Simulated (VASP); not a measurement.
A run of VASP 6.6.1:

File INCAR:

```
PREC     = Accurate       # precision mode
ENCUT    = 520            # plane-wave cutoff, eV
EDIFF    = 1E-7           # SCF threshold, eV
ISMEAR   = -1             # smearing method
SIGMA    = 0.1            # smearing width, eV
LREAL    = False          # projectors in reciprocal space
LASPH    = True           # aspherical terms in the spheres
NELM     = 80             # most SCF steps
ALGO     = Normal         # electronic algorithm
ISIF     = 2              # what is computed and relaxed
LWAVE    = False          # write WAVECAR
LCHARG   = False          # write CHGCAR
GGA      = B5             # functional
ALDAX    = 1.0          
AGGAX    = 1.0          
AGGAC    = 1.0          
ALDAC    = 0.0          
NBANDS   = 12             # bands
```

The input KPOINTS:

```
Automatic mesh
0
Gamma
  10 10 10
```

POSCAR

```
As
1.0
    0.0000000000      3.0897114025      3.0897114025
    3.0897114025      0.0000000000      3.0897114025
    3.0897114025      3.0897114025      0.0000000000
As
2
Direct
    0.1250000000      0.1250000000      0.1250000000
    0.8750000000      0.8750000000      0.8750000000
```

Potentials or basis: VASP PAW PBE potentials, release 64 (As).

Launch:

```console
$ cat potpaw_PBE.64/As/POTCAR > POTCAR
$ mpirun -np 1 vasp_std > vasp.out
```

Hardware: 1 thread of Intel(R) Xeon(R) 6975P-C (Granite Rapids) (shared host).

Task: How long does it take, and how much memory?

Result: Wall time 32 s on 1 thread of Intel(R) Xeon(R) 6975P-C (Granite Rapids), on a shared host, peak memory 0.18 GiB. Counts: scf iterations 12, k points 47.
